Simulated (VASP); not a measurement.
Write the native input for VASP 6.6.1 that does the following.

| Item | Value |
| --- | --- |
| Task | single point |
| Functional | PBEsol |
| Potentials or basis | VASP PAW PBE potentials, release 64 (Zn, Sn_d, P) |
| Cutoff | 500 eV |
| k mesh | 8 × 8 × 8 |
| Occupations | gaussian, width 0.05 eV |
| Spin | no spin polarisation |
| Dipole correction | no |
| Further INCAR settings | ALGO = Normal; EDIFF = 1e-06; NBANDS = 46 |

The structure of ZnSnP2 lies in POSCAR:

```
ZnSnP2
1.0
   -2.9511000000      2.9511000000      5.9228000000
    2.9511000000     -2.9511000000      5.9228000000
    2.9511000000      2.9511000000     -5.9228000000
Zn Sn P
2 2 4
Direct
    0.7500000000      0.2500000000      0.5000000000
    0.0000000000      0.0000000000      0.0000000000
    0.2500000000      0.7500000000      0.5000000000
    0.5000000000      0.5000000000      0.0000000000
    0.3750000000      0.3504879709      0.4754879709
    0.6495120291      0.1250000000      0.0245120291
    0.1004879709      0.6250000000      0.9754879709
    0.8750000000      0.8995120291      0.5245120291
```

One way to write it, as run:

INCAR

```
PREC     = Accurate       # precision mode
ENCUT    = 500            # plane-wave cutoff, eV
EDIFF    = 1E-6           # SCF threshold, eV
ISMEAR   = 0              # smearing method
SIGMA    = 0.05           # smearing width, eV
LREAL    = F              # projectors in reciprocal space
LASPH    = T              # aspherical terms in the spheres
NELM     = 120            # most SCF steps
ALGO     = Normal         # electronic algorithm
ISIF     = 2              # what is computed and relaxed
LWAVE    = F              # write WAVECAR
LCHARG   = T              # write CHGCAR
GGA      = PS             # functional
LELF     = T              # ELF
LVHAR    = T            
NBANDS   = 46             # bands
GGA_COMPAT= F
```

KPOINTS

```
regular mesh
0
Gamma
  8 8 8
```

Potentials or basis: VASP PAW PBE potentials, release 64 (Zn, Sn_d, P).

Launch:

```bash
$ cat potpaw_PBE.64/Zn/POTCAR potpaw_PBE.64/Sn_d/POTCAR potpaw_PBE.64/P/POTCAR > POTCAR
$ mpirun -np 1 vasp_std > vasp.out
```

It gave:

```json
{"Pressure": "-7.7 GPa", "Largest force": "0.256 eV/Å", "Band gap on the k mesh": "0.08 eV"}
```

Caveat: the cell stands under tension; the PAW data sets were made with another functional, which shifts forces and pressure a little; spin-orbit coupling is left out, which moves the levels of the heavy elements.

Wall time 13 min on 1 thread of Intel(R) Xeon(R) Platinum 8375C CPU @ 2.90GHz (Ice Lake), with other jobs on the host, peak memory 0.69 GiB.
